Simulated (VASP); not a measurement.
Runs of VASP 6.6.1 on Ni. The structure is that of space group Pm-3m (No. 221), or close to it. The cells are those of the table. 

```csv
task,potentials or basis,cell,cutoff (eV),k mesh for the DOS,occupations for the DOS,second run,gap on the mesh (eV),pressure (GPa),moment (μB)
single point,"VASP PAW LDA potentials, release 64 (Ni)","a = 1.988 Å, 1 atom",520,-,-,-,none,175.0,0.00
density of states,"VASP PAW LDA potentials, release 64 (Ni)","a = 1.707 Å, 1 atom",520,29 × 29 × 29,tetrahedron,-,-,-,0.00
single point,"VASP PAW LDA potentials, release 64 (Ni)","a = 2.261 Å, 1 atom",520,-,-,-,none,(b),0.35
single point,"VASP PAW LDA potentials, release 64 (Ni)","a = 2.081 Å, 1 atom",520,-,-,-,none,81.8,0.00
density of states,"VASP PAW LDA potentials, release 64 (Ni_sv_GW)","a = 2.261 Å, 1 atom",510,29 × 29 × 29,tetrahedron,valence_matched,-,-,(a)
```

Alike in all rows: level LDA; spin collinear, ferromagnetic start; k mesh 19 × 19 × 19; smearing fermi-dirac 0.1 eV.

Task: Fill in the values left out.

Result: (a) 0.37; (b) -0.3.

Caveats: tetrahedron occupations give inexact forces and stress in metals (some runs).

A gap of «none» marks levels without a gap at the run's occupations.

The runs don't all hold the same shells in valence.
